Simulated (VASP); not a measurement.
# C: single point with PBE+D3(BJ)

The system is C.

```xyz
2
Lattice="1.2119 0.6997 3.3048 -1.2119 0.6997 3.3048 0.0000 -1.3994 3.3048" Properties=species:S:1:pos:R:3 pbc="T T T"
C     0.0000    0.0000    1.6891
C     0.0000    0.0000    8.2254
```

| Quantity | Value |
| --- | --- |
| Program | VASP 6.6.1 |
| Task | single point |
| Functional | PBE |
| Dispersion | D3(BJ) |
| Potentials or basis | VASP PAW PBE potentials, release 64 (C) |
| Cutoff | 520 eV |
| k mesh | 15 × 15 × 15 |
| Occupations | gaussian, width 0.05 eV |
| Spin | no spin polarisation |
| Dipole correction | no |
| Further INCAR settings | ALGO = Normal; EDIFF = 1e-06; NBANDS = 11 |

* Pressure: 16.6 GPa
* Largest force: 1.224 eV/Å
* Band gap on the k mesh: 0.58 eV, direct
* Dispersion energy per atom: -0.159 eV

Forces in eV/Å, atoms in the order of the input:
```
C    0.000  0.000 -1.224
C    0.000  0.000  1.224
```

Stress tensor (GPa, compression positive):
```
24.96  0.00  0.00
 0.00 24.96  0.00
 0.00  0.00 -0.27
```

Levels at points of the mesh, in eV from the valence-band top:
| k point | band 1 | band 2 | band 3 | band 4 | band 5 | band 6 | band 7 | band 8 | band 9 |
| --- | --- | --- | --- | --- | --- | --- | --- | --- | --- |
| (0.00, 0.00, 0.00) | -19.76 | -6.50 | -2.62 | -2.62 | 4.38 | 9.03 | 9.03 | 12.39 | 14.11 |

Run time: 63 s on 1 thread of Intel(R) Xeon(R) 6975P-C (Granite Rapids) (shared host), peak memory 0.2 GiB.

Caveat: forces of over 1 eV/Å act on the atoms, so gaps and moduli don't describe the material at rest. A k mesh can miss the band edges.
